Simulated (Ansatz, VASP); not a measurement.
## Two plane-wave programs on Zr2HS4

Contents of INCAR:

```
  PREC = Accurate
  ENCUT = 400
  EDIFF = 1E-6
  ISMEAR = 0
  SIGMA = 0.05
  LREAL = False
  LASPH = True
  NELM = 120
  ALGO = Normal
  ISIF = 2
  LWAVE = False
  LCHARG = False
  LDIPOL = True
  IDIPOL = 3
  DIPOL = 0.5 0.5 0.291
  GGA = PE
  IVDW = 12
  NBANDS = 62
  GGA_COMPAT = False
  NELMDL = -8
```

KPOINTS

```
Automatic mesh
0
Gamma
  6 6 1
```

Contents of POSCAR:

```
Zr2HS4
1.0
    7.2976778227      0.0000000000      0.0000000000
   -3.6488389114      6.3199743831      0.0000000000
    0.0000000000      0.0000000000     20.9171506047
S Zr H
8 4 2
Direct
    0.3333333333      0.1666666667      0.1912306354
    0.3333333333      0.6666666667      0.1912306354
    0.8333333333      0.1666666667      0.1912306354
    0.8333333333      0.6666666667      0.1912306354
    0.1666666667      0.3333333333      0.3306927762
    0.1666666667      0.8333333333      0.3306927762
    0.6666666667      0.3333333333      0.3306927762
    0.6666666667      0.8333333333      0.3306927762
    0.0000000000      0.0000000000      0.2609617058
    0.0000000000      0.5000000000      0.2609617058
    0.5000000000      0.0000000000      0.2609617058
    0.5000000000      0.5000000000      0.2609617058
    0.3869988249      0.7739976498      0.4741157528
    0.4463345084      0.8926690169      0.4741157528
```

Input for Ansatz:

```yaml
crystal:
  lattice:
    - [7.2976778227, 0.0, 0.0]
    - [-3.6488389114, 6.3199743831, 0.0]
    - [0.0, 0.0, 20.9171506047]
  atoms:
    - { symbol: S, position: [0.3333333333, 0.1666666667, 0.1912306354] }
    - { symbol: S, position: [0.3333333333, 0.6666666667, 0.1912306354] }
    - { symbol: S, position: [0.8333333333, 0.1666666667, 0.1912306354] }
    - { symbol: S, position: [0.8333333333, 0.6666666667, 0.1912306354] }
    - { symbol: Zr, position: [0.0, 0.0, 0.2609617058] }
    - { symbol: Zr, position: [0.0, 0.5, 0.2609617058] }
    - { symbol: Zr, position: [0.5, 0.0, 0.2609617058] }
    - { symbol: Zr, position: [0.5, 0.5, 0.2609617058] }
    - { symbol: S, position: [0.1666666667, 0.3333333333, 0.3306927762] }
    - { symbol: S, position: [0.1666666667, 0.8333333333, 0.3306927762] }
    - { symbol: S, position: [0.6666666667, 0.3333333333, 0.3306927762] }
    - { symbol: S, position: [0.6666666667, 0.8333333333, 0.3306927762] }
    - { symbol: H, position: [0.3869988249, 0.7739976498, 0.4741157528] }
    - { symbol: H, position: [0.4463345084, 0.8926690169, 0.4741157528] }
basis:
  ecutwfc: 420
kpoints:
  mp_grid: { grid: [6, 6, 1] }
hamiltonian:
  xc: pbe
  pseudopotentials: { kind: paw, azcp: { folder: soft_1 } }
  dispersion: d3bj
scf:
  occupations: { method: gaussian, width: 0.05 }
output:
  forces: true
  eigenvalues: true
  write_density: true
  write_potential: true
  elf: true
  volumetric_format: npy
efield:
  axis: 3
  dipole_correction: true
  ramp_width: 0.04
```

Alike in both runs: task single point; functional PBE; dispersion D3(BJ); k mesh 6 × 6 × 1; occupations gaussian, width 0.05 eV; no spin polarisation.

|  | VASP | Ansatz |
| --- | --- | --- |
| version | VASP 6.6.1 | Ansatz 0.2.0 |
| potentials or method | VASP PAW PBE potentials, release 64 (S, Zr_sv, H), cutoff 400 eV | scalar-relativistic, plane waves, PAW |
| valence electrons in the cell | 98 | 98 |

```csv
,VASP,Ansatz,Ansatz less VASP
gap on the k mesh at the Fermi level (eV),1.10,1.10,+0.003
least direct gap on the mesh (eV),1.10,1.10,+0.003
rms of the force components (eV/Å),0.011,0.011,-0.0001
```

Ansatz's warnings: xc potential rough in thin density.
